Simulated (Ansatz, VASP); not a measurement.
One calculation of CaO, two programs

INCAR

```
PREC = Accurate
ENCUT = 520
EDIFF = 1E-6
ISMEAR = -1
SIGMA = 0.02
LREAL = F
LASPH = T
NELM = 60
ALGO = Normal
ISIF = 2
LWAVE = F
LCHARG = T
GGA = PE
LELF = T
LVHAR = T
NBANDS = 24
```

KPOINTS

```
regular mesh
0
Gamma
  12 12 6
```

Contents of POSCAR:

```
CaO
1.0
    3.9808380011     -0.0199041900      0.0000000000
   -2.0076565348      3.4574589323      0.0000000000
    0.0000000000      0.0000000000      4.7704440490
Ca O
2 2
Direct
    0.3347371781      0.6666853622     -0.0625000000
    0.6652628219      0.3333146378      0.4375000000
    0.3344108767      0.6666804717      0.4375000000
    0.6655891233      0.3333195283      0.9375000000
```

Input for Ansatz:

```yaml
crystal:
  lattice:
    - [3.9808380011, -0.01990419, 0.0]
    - [-2.0076565348, 3.4574589323, 0.0]
    - [0.0, 0.0, 4.770444049]
  atoms:
    - { symbol: Ca, position: [0.3347371781, 0.6666853622, -0.0625] }
    - { symbol: Ca, position: [0.6652628219, 0.3333146378, 0.4375] }
    - { symbol: O, position: [0.3344108767, 0.6666804717, 0.4375] }
    - { symbol: O, position: [0.6655891233, 0.3333195283, 0.9375] }
kpoints:
  mp_grid: { grid: [12, 12, 6] }
  band_path:
    path:
      - [0.0, 0.0, 0.0]
      - [0.5, 0.0, 0.0]
      - [0.3333333333, 0.3333333333, 0.0]
      - [0.0, 0.0, 0.5]
      - [0.5, 0.0, 0.5]
      - [0.3333333333, 0.3333333333, 0.5]
    npoints: 1
hamiltonian:
  xc: pbe
scf:
  occupations: { method: fermi_dirac, width: 0.02 }
  n_extra_bands: 5
output:
  forces: true
  stress: true
  eigenvalues: true
```

Change from the starting cell: shear_xy strain -1.0%.

Alike in both runs: task single point; functional PBE; k mesh 12 × 12 × 6; occupations fermi-dirac, width 0.02 eV; no spin polarisation.

```csv
,VASP,Ansatz
version,VASP 6.6.1,Ansatz 0.2.0
potentials or method,"VASP PAW PBE potentials, release 64 (Ca_sv, O)","plane waves, PAW"
plane-wave cutoff (eV),520,420
valence electrons in the cell,32,32
```

Ansatz gave:

| Property | Result |
| --- | --- |
| gap on the k mesh at the Fermi level (eV) | 3.21 |
| pressure (GPa) | 1.8 |
| traceless stress, the component that is largest in VASP (GPa) | 0.31 |

Estimate VASP's values.

gap on the k mesh at the Fermi level (eV): 3.19; pressure (GPa): 2.3; traceless stress, the component that is largest in VASP (GPa): 0.33.

The functional is the same, so the differences come from potentials, cutoffs and numerics.
